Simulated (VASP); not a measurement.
# SiS3 (Fm-3m) in VASP: notebook

Runs on SiS3. Level: PBE. Tasks: relaxation of cell and atoms, single point.

Everything below comes from runs of VASP 6.6.1. Logs are shortened: lines on timing, memory, paths and dates and some standing lists are left out, and cuts for length are marked.

## Step 1: The cell of the first run

The structure is cubic, space group Fm-3m (No. 225). Conventional cell: a = 6.350 Å, b = 6.350 Å, c = 6.350 Å, α = 90.00°, β = 90.00°, γ = 90.00°. Si (site symmetry m-3m) has 14 S at 2.75 to 3.17 Å within 3.6 Å. S (site symmetry -43m) has 4 Si at 2.75 Å and 10 S at 2.75 to 3.17 Å within 3.6 Å. S (site symmetry m-3m) has 8 S at 2.75 Å and 6 Si at 3.17 Å within 3.6 Å.

## Step 2: Relaxation of cell and atoms, PBE

The input, INCAR:

```
ALGO = Normal ; EDIFF = 1E-7
EDIFFG = -0.04 ; ENCUT = 500
GGA = PE ; GGA_COMPAT = F
IBRION = 2 ; ISIF = 3
ISMEAR = 0 ; LASPH = T
LCHARG = F ; LREAL = F
LWAVE = F ; NELM = 120
NELMIN = 4 ; NSW = 90
PREC = Accurate ; SIGMA = 0.1
```

The input, KPOINTS:

```
k-points
0
Gamma
  6 6 6
```

The input, POSCAR:

```
SiS3
1.0
    0.0000000000      3.1748621306      3.1748621306
    3.1748621306      0.0000000000      3.1748621306
    3.1748621306      3.1748621306      0.0000000000
Si S
1 3
Direct
    0.0000000000      0.0000000000      0.0000000000
    0.2500000000      0.2500000000      0.2500000000
    0.7500000000      0.7500000000      0.7500000000
    0.5000000000      0.5000000000      0.5000000000
```

Potentials or basis: VASP PAW PBE potentials, release 64 (Si, S).

The run is started by

```bash
$ cat potpaw_PBE.64/Si/POTCAR potpaw_PBE.64/S/POTCAR > POTCAR
$ mpirun -np 1 vasp_std > vasp.out
```

OUTCAR:

```text
EDIFF = 1E-7
   EDIFFG = -0.04
   ENCUT = 500
   GGA = PE
   IBRION = 2
   ISIF = 3
   ISMEAR = 0
   LASPH = T
   LREAL = F
   NELM = 120
   NELMIN = 4
   NSW = 90
   PREC = Accurate

 ion  position               nearest neighbor table
   1  0.000  0.000  0.000-   3 2.75   3 2.75   3 2.75   2 2.75   2 2.75   2 2.75   3 2.75   2 2.75

   2  0.250  0.250  0.250-   1 2.75   1 2.75   1 2.75   4 2.75   4 2.75   4 2.75   4 2.75   1 2.75

   3  0.750  0.750  0.750-   4 2.75   4 2.75   4 2.75   1 2.75   1 2.75   1 2.75   4 2.75   1 2.75

   4  0.500  0.500  0.500-   2 2.75   2 2.75   2 2.75   3 2.75   3 2.75   3 2.75   3 2.75   2 2.75

  LATTYP: Found a face centered cubic cell.
 ALAT       =     6.3497242612

  Lattice vectors:

 A1 = (   0.0000000000,   3.1748621306,   3.1748621306)
 A2 = (   3.1748621306,   0.0000000000,   3.1748621306)
 A3 = (   3.1748621306,   3.1748621306,   0.0000000000)

Analysis of symmetry for initial positions (statically):
=====================================================================
 Subroutine PRICEL returns:
 Original cell was already a primitive cell.

 Routine SETGRP: Setting up the symmetry group for a
 face centered cubic supercell.

 Subroutine GETGRP returns: Found 48 space group operations
 (whereof 48 operations were pure point group operations)
 out of a pool of 48 trial point group operations.

The static configuration has the point symmetry O_h .

Analysis of symmetry for dynamics (positions and initial velocities):
=====================================================================
 Subroutine PRICEL returns:
 Original cell was already a primitive cell.

 Routine SETGRP: Setting up the symmetry group for a
 face centered cubic supercell.

 Subroutine GETGRP returns: Found 48 space group operations
 (whereof 48 operations were pure point group operations)
 out of a pool of 48 trial point group operations.

The dynamic configuration has the point symmetry O_h .

 Subroutine INISYM returns: Found 48 space group operations
 (whereof 48 operations are pure point group operations),
 and found     1 'primitive' translations

[... 158 lines left out ...]
     3.174862131  3.174862131  0.000000000     0.157487154  0.157487154 -0.157487154

 POSITION                                       TOTAL-FORCE (eV/Angst)
 -----------------------------------------------------------------------------------
      0.00000      0.00000      0.00000        -0.000000     -0.000000      0.000000
      1.58743      1.58743      1.58743        -0.000000     -0.000000     -0.000000
      4.76229      4.76229      4.76229         0.000000      0.000000      0.000000
      3.17486      3.17486      3.17486        -0.000000     -0.000000      0.000000
 -----------------------------------------------------------------------------------
    total drift:                                0.000000      0.000000      0.000000

  FREE ENERGIE OF THE ION-ELECTRON SYSTEM (eV)
  ---------------------------------------------------
  free  energy   TOTEN  =       -14.6160048237 eV

  energy  without entropy=      -14.6012888170  energy(sigma->0) =      -14.60864682

--------------------------------------- Ionic step        2  -------------------------------------------

 number of electron      21.9999996 magnetization

 Free energy of the ion-electron system (eV)
  ---------------------------------------------------
  ext. energy  EPLUGINS =         0.00000000
  ---------------------------------------------------
  free energy    TOTEN  =       -14.62967395 eV

  energy without entropy =      -14.61770718  energy(sigma->0) =      -14.62369056

 E-fermi :   8.3144     XC(G=0): -11.1675

 val. band max:        8.2861932991   @ k =   0.5000   0.5000   0.0000
 cond. band min:       8.3647565968   @ k =   0.5000   0.1667   0.0000
 fundamental gap:      0.0785632977
 Fermi energy:         8.3144336024

 k-point     1 :       0.0000    0.0000    0.0000
  band No.  band energies     occupation
      1      -8.3589      2.00000
      2      -3.1372      2.00000
      3      -2.0478      2.00000
      4       3.7791      2.00000
      5       3.7791      2.00000
      6       3.7791      2.00000
      7       4.1147      2.00000
      8       4.1147      2.00000
      9       4.1147      2.00000
     10       4.4294      2.00000
     11       5.9502      2.00000
     12       5.9502      2.00000
     13       5.9502      2.00000
     14      11.8284      0.00000
[... 257 lines left out ...]
      2      -5.3190      2.00000
      3      -4.7243      2.00000
      4      -0.8884      2.00000
      5       2.0318      2.00000
      6       2.7327      2.00000
      7       4.4585      2.00000
      8       5.6894      2.00000
      9       7.5380      2.00000
     10       8.0069      1.99999
     11       8.4367      0.08379
     12       8.6028      0.00005
     13      10.1161      0.00000
     14      11.7718      0.00000
     15      12.1846      0.00000

------------------------ aborting loop because EDIFF is reached ----------------------------------------

  FORCE on cell =-STRESS in cart. coord.  units (eV):
  Direction    XX          YY          ZZ          XY          YZ          ZX
  --------------------------------------------------------------------------------------
  -------------------------------------------------------------------------------------
  Total        0.0636523      0.0636523      0.0636523     -0.0000000     -0.0000000      0.0000000
  in kB        1.6459746      1.6459746      1.6459746     -0.0000000     -0.0000000      0.0000000
  external PRESSURE =       1.6459746 kB  Pullay stress =       0.0000000 kB

 VOLUME and BASIS-vectors are now :
 -----------------------------------------------------------------------------
  energy-cutoff  :      500.00
  volume of cell :       61.96
      direct lattice vectors                 reciprocal lattice vectors
     0.000000000  3.140680968  3.140680968    -0.159201143  0.159201143  0.159201143
     3.140680968  0.000000000  3.140680968     0.159201143 -0.159201143  0.159201143
     3.140680968  3.140680968 -0.000000000     0.159201143  0.159201143 -0.159201143

 POSITION                                       TOTAL-FORCE (eV/Angst)
 -----------------------------------------------------------------------------------
      3.14068      3.14068     -0.00000         0.000000     -0.000000     -0.000000
      1.57034      1.57034      1.57034         0.000000      0.000000      0.000000
      4.71102      4.71102      4.71102        -0.000000     -0.000000     -0.000000
      3.14068      3.14068      3.14068         0.000000     -0.000000     -0.000000
 -----------------------------------------------------------------------------------
    total drift:                                0.000000      0.000000      0.000000

  FREE ENERGIE OF THE ION-ELECTRON SYSTEM (eV)
  ---------------------------------------------------
  free  energy   TOTEN  =       -14.6296739495 eV

  energy  without entropy=      -14.6177071799  energy(sigma->0) =      -14.62369056

 reached required accuracy - stopping structural energy minimisation
```

OSZICAR:

```text
N       E                     dE             d eps       ncg     rms          rms(c)
DAV:   1     0.907216966686E+02    0.90722E+02   -0.99779E+03   480   0.124E+03
DAV:   2    -0.900515453443E+01   -0.99727E+02   -0.98385E+02   655   0.194E+02
DAV:   3    -0.146412053143E+02   -0.56361E+01   -0.55112E+01   571   0.507E+01
[... 16 lines left out ...]
DAV:   4    -0.146297157730E+02    0.10020E-02   -0.17664E-03   550   0.252E-01    0.155E-01
DAV:   5    -0.146296601694E+02    0.55604E-04   -0.22243E-04   613   0.922E-02    0.737E-02
DAV:   6    -0.146296699928E+02   -0.98234E-05   -0.18013E-05   550   0.280E-02    0.258E-02
DAV:   7    -0.146296739160E+02   -0.39232E-05   -0.38506E-06   592   0.124E-02    0.340E-03
DAV:   8    -0.146296739495E+02   -0.33433E-07   -0.52611E-07   577   0.406E-03
   2 F= -.14629674E+02 E0= -.14623691E+02  d E =-.136691E-01
```

CONTCAR:

```text
SiS3
   1.00000000000000
     0.0000000000000000    3.1406809679697054    3.1406809679697054
     3.1406809679697054    0.0000000000000000    3.1406809679697054
     3.1406809679697054    3.1406809679697054   -0.0000000000000000
  Si              S
     1     3
Direct
     0.0000000000000000    0.0000000000000000    1.0000000000000000
     0.2500000000000000    0.2500000000000000    0.2500000000000000
     0.7500000000000000    0.7500000000000000    0.7500000000000000
     0.5000000000000000    0.5000000000000000    0.5000000000000000

  0.00000000E+00  0.00000000E+00  0.00000000E+00
  0.00000000E+00  0.00000000E+00  0.00000000E+00
  0.00000000E+00  0.00000000E+00  0.00000000E+00
  0.00000000E+00  0.00000000E+00  0.00000000E+00
```

It took 23 s on 1 thread of Intel Xeon Platinum 8488C (Sapphire Rapids), shared host; peak memory 0.2 GiB.

What came out:

```yaml
Free_energy: -14.6297 eV
Relaxed_volume: 15.49 Å³/atom
Relaxed_cell: a = 4.442 Å, b = 4.442 Å, c = 4.442 Å, α = 60.00°, β = 60.00°, γ = 60.00°
Space_group_after_relaxing_to_0.05_Å: Fm-3m (No. 225)
Energy_gained_by_relaxing: 3.4 meV/atom
Ionic_steps: 2
Pressure_after_relaxing: 0.2 GPa
Band_gap_on_the_k_mesh: zero (band 11 reaches 8.91 eV, above the bottom of band 12 at 5.95 eV)
```

Step by step:
```
step  energy change (eV)  largest force (eV/Å)  pressure (GPa)  volume (Å³)
   1              0.0000                0.0000           -2.23        64.00
   2             -0.0137                0.0000            0.16        61.96
```

Final structure:
```
CELL_PARAMETERS angstrom
0.00000 3.14068 3.14068
3.14068 0.00000 3.14068
3.14068 3.14068 0.00000
ATOMIC_POSITIONS crystal
Si 0.00000 0.00000 0.00000
S 0.25000 0.25000 0.25000
S 0.75000 0.75000 0.75000
S 0.50000 0.50000 0.50000
```

Levels at points of the mesh, in eV from the Fermi level:
```csv
k point,band 7,band 8,band 9,band 10,band 11,band 12,band 13,band 14,band 15
"(0.00, 0.00, 0.00)",-4.20,-4.20,-4.20,-3.89,-2.36,-2.36,-2.36,3.51,3.51
"(0.50, 0.00, 0.00)",-4.55,-4.55,-2.20,-1.54,0.20,0.20,1.72,2.55,2.55
"(0.50, 0.50, 0.00)",-1.59,-0.98,-0.98,-0.09,-0.03,0.22,0.22,3.42,4.66
```

## Step 3: Single point, PBE

This run uses another cell than the first one, of 15.49 Å³/atom, 0.968 times its volume.

The input, INCAR:

```
SYSTEM = SiS3
PREC = Accurate
ENCUT = 500
EDIFF = 1E-6
ISMEAR = 0
SIGMA = 0.1
LREAL = .FALSE.
LASPH = .TRUE.
NELM = 120
ALGO = Normal
ISIF = 2
LWAVE = .FALSE.
LCHARG = .TRUE.
GGA = PE
LELF = .TRUE.
LVHAR = .TRUE.
NBANDS = 19
GGA_COMPAT = .FALSE.
```

The input, KPOINTS:

```
Automatic mesh
0
G
  12 12 12
  0 0 0
```

The input, POSCAR:

```
SiS3
1.0
    0.0000000000      3.1406305464      3.1406305464
    3.1406305464      0.0000000000      3.1406305464
    3.1406305464      3.1406305464      0.0000000000
Si S
1 3
Direct
    0.0000000000      0.0000000000      0.0000000000
    0.2500000000      0.2500000000      0.2500000000
    0.7500000000      0.7500000000      0.7500000000
    0.5000000000      0.5000000000      0.5000000000
```

Potentials or basis: VASP PAW PBE potentials, release 64 (Si, S).

The run is started by

```bash
$ cat potpaw_PBE.64/Si/POTCAR potpaw_PBE.64/S/POTCAR > POTCAR
$ mpirun -np 1 vasp_std > vasp.out
```

It took 38 s on 1 thread of Intel Xeon Platinum 8488C (Sapphire Rapids), shared host; peak memory 0.21 GiB.

It converged, with:

```
Free energy            : -14.6445 eV
Pressure               : -0.1 GPa
Band gap on the k mesh : zero (band 11 reaches 8.93 eV, above the bottom of band 12 at 5.93 eV)
```

Levels at points of the mesh, in eV from the Fermi level:
```tsv
k point	band 8	band 9	band 10	band 11	band 12	band 13	band 14	band 15
(0.00, 0.00, 0.00)	-4.12	-4.12	-3.87	-2.35	-2.35	-2.35	3.55	3.55
(0.50, 0.00, 0.00)	-4.54	-2.18	-1.46	0.25	0.25	1.76	2.57	2.57
(0.50, 0.50, 0.00)	-0.97	-0.97	-0.07	-0.02	0.29	0.29	3.45	4.68
```

## Step 4: Relaxation of cell and atoms, PBE

This run uses another cell than the first one, of 15.54 Å³/atom, 0.971 times its volume.

The input, INCAR:

```
SYSTEM = SiS3
  PREC = Accurate
  ENCUT = 500
  EDIFF = 1E-7
  ISMEAR = 0
  SIGMA = 0.1
  LREAL = .False.
  LASPH = .True.
  NELM = 120
  ALGO = Normal
  ISIF = 3
  LWAVE = .False.
  LCHARG = .False.
  GGA = PE
  IBRION = 2
  NSW = 100
  EDIFFG = -0.01
  GGA_COMPAT = .False.
  NELMIN = 4
```

The input, KPOINTS:

```
regular mesh
0
Gamma
  12 12 12
  0 0 0
```

The input, POSCAR:

```
SiS3
1.0
    0.0000000000      3.1442295299      3.1442295299
    3.1442295299      0.0000000000      3.1442295299
    3.1442295299      3.1442295299      0.0000000000
Si S
1 3
Direct
    0.0000000000      0.0000000000      0.0000000000
    0.2500000000      0.2500000000      0.2500000000
    0.7500000000      0.7500000000      0.7500000000
    0.5000000000      0.5000000000      0.5000000000
```

Potentials or basis: VASP PAW PBE potentials, release 64 (Si, S).

The run is started by

```bash
$ cat potpaw_PBE.64/Si/POTCAR potpaw_PBE.64/S/POTCAR > POTCAR
$ mpirun -np 1 vasp_std > vasp.out
```

OUTCAR:

```text
SYSTEM = SiS3
   PREC = Accurate
   ENCUT = 500
   EDIFF = 1E-7
   ISMEAR = 0
   LREAL = .False.
   LASPH = .True.
   NELM = 120
   ISIF = 3
   GGA = PE
   IBRION = 2
   NSW = 100
   EDIFFG = -0.01
   NELMIN = 4

 ion  position               nearest neighbor table
   1  0.000  0.000  0.000-   3 2.72   3 2.72   3 2.72   2 2.72   3 2.72   2 2.72   2 2.72   2 2.72

   2  0.250  0.250  0.250-   1 2.72   1 2.72   1 2.72   1 2.72   4 2.72   4 2.72   4 2.72   4 2.72

[... 685 lines left out ...]
  --------------------------------------------------------------------------------------
  -------------------------------------------------------------------------------------
  Total        0.0152141      0.0152141      0.0152141      0.0000000      0.0000000      0.0000000
  in kB        0.3943420      0.3943420      0.3943420      0.0000000      0.0000000      0.0000000
  external PRESSURE =       0.3943420 kB  Pullay stress =       0.0000000 kB

 VOLUME and BASIS-vectors are now :
 -----------------------------------------------------------------------------
  energy-cutoff  :      500.00
  volume of cell :       61.81
      direct lattice vectors                 reciprocal lattice vectors
     0.000000000  3.138230905  3.138230905    -0.159325434  0.159325434  0.159325434
     3.138230905  0.000000000  3.138230905     0.159325434 -0.159325434  0.159325434
     3.138230905  3.138230905  0.000000000     0.159325434  0.159325434 -0.159325434

 POSITION                                       TOTAL-FORCE (eV/Angst)
 -----------------------------------------------------------------------------------
      3.13823      3.13823      6.27646        -0.000000      0.000000     -0.000000
      1.56912      1.56912      1.56912        -0.000000     -0.000000     -0.000000
      4.70735      4.70735      4.70735         0.000000      0.000000      0.000000
      3.13823      3.13823      3.13823        -0.000000      0.000000     -0.000000
 -----------------------------------------------------------------------------------
    total drift:                                0.000000     -0.000000      0.000000

  FREE ENERGIE OF THE ION-ELECTRON SYSTEM (eV)
  ---------------------------------------------------
  free  energy   TOTEN  =       -14.6446143924 eV

  energy  without entropy=      -14.6371687713  energy(sigma->0) =      -14.64089158

 reached required accuracy - stopping structural energy minimisation
```

OSZICAR:

```text
N       E                     dE             d eps       ncg     rms          rms(c)
DAV:   1     0.880945557263E+02    0.88095E+02   -0.99090E+03  2160   0.123E+03
DAV:   2    -0.938292736102E+01   -0.97477E+02   -0.95638E+02  2990   0.194E+02
DAV:   3    -0.146474066782E+02   -0.52645E+01   -0.51613E+01  2594   0.495E+01
[... 17 lines left out ...]
DAV:   4    -0.146446117005E+02    0.29445E-04   -0.51183E-05  2608   0.439E-02    0.299E-02
DAV:   5    -0.146446119945E+02   -0.29400E-06   -0.77349E-06  2804   0.168E-02    0.133E-02
DAV:   6    -0.146446134362E+02   -0.14417E-05   -0.65043E-07  2566   0.523E-03    0.553E-03
DAV:   7    -0.146446143847E+02   -0.94856E-06   -0.11176E-07  1584   0.229E-03    0.571E-04
DAV:   8    -0.146446143924E+02   -0.76864E-08   -0.26685E-08  1395   0.101E-03
   2 F= -.14644614E+02 E0= -.14640892E+02  d E =-.413157E-03
```

Run time: 51 s. Hardware: 1 thread of Intel Xeon Platinum 8488C (Sapphire Rapids), shared host; peak memory 0.21 GiB.

What came out:

* Free energy: -14.6446 eV
* Relaxed volume: 15.45 Å³/atom
* Relaxed cell: a = 4.438 Å, b = 4.438 Å, c = 4.438 Å, α = 60.00°, β = 60.00°, γ = 60.00°
* Space group after relaxing (to 0.05 Å): Fm-3m (No. 225)
* Energy gained by relaxing: 0.1 meV/atom
* Ionic steps: 2
* Pressure after relaxing: 0.0 GPa
* Band gap on the k mesh: zero (band 11 reaches 8.96 eV, above the bottom of band 12 at 5.95 eV)

The path:
```
step  energy change (eV)  largest force (eV/Å)  pressure (GPa)  volume (Å³)
   1              0.0000                0.0000           -0.41        62.17
   2             -0.0004                0.0000            0.04        61.81
```

Final structure:
```yaml
crystal:
  lattice:
    - [0.00000, 3.13823, 3.13823]
    - [3.13823, 0.00000, 3.13823]
    - [3.13823, 3.13823, 0.00000]
  atoms:
    - { symbol: Si, position: [0.00000, 0.00000, 0.00000] }
    - { symbol: S, position: [0.25000, 0.25000, 0.25000] }
    - { symbol: S, position: [0.75000, 0.75000, 0.75000] }
    - { symbol: S, position: [0.50000, 0.50000, 0.50000] }
```

## Step 5: Overview

```tsv
task	cell	k mesh	gap on the mesh (eV)	pressure (GPa)	relaxed volume (Å³/atom)
relaxation of cell and atoms	relaxed from a = 4.490 Å, angles 60.0°, 4 atoms	6 × 6 × 6	none	0.2	15.49
single point	a = 4.442 Å, angles 60.0°, 4 atoms	12 × 12 × 12	none	-0.1	-
relaxation of cell and atoms	relaxed from a = 4.447 Å, angles 60.0°, 4 atoms	12 × 12 × 12	none	0.0	15.45
```

Alike in all rows: level PBE; potentials or basis VASP PAW PBE potentials, release 64 (Si, S); no spin polarisation; cutoff (eV) 500; smearing gaussian 0.1 eV.

Total energies depend on the potentials used, so only differences within one code and one set of settings carry meaning.
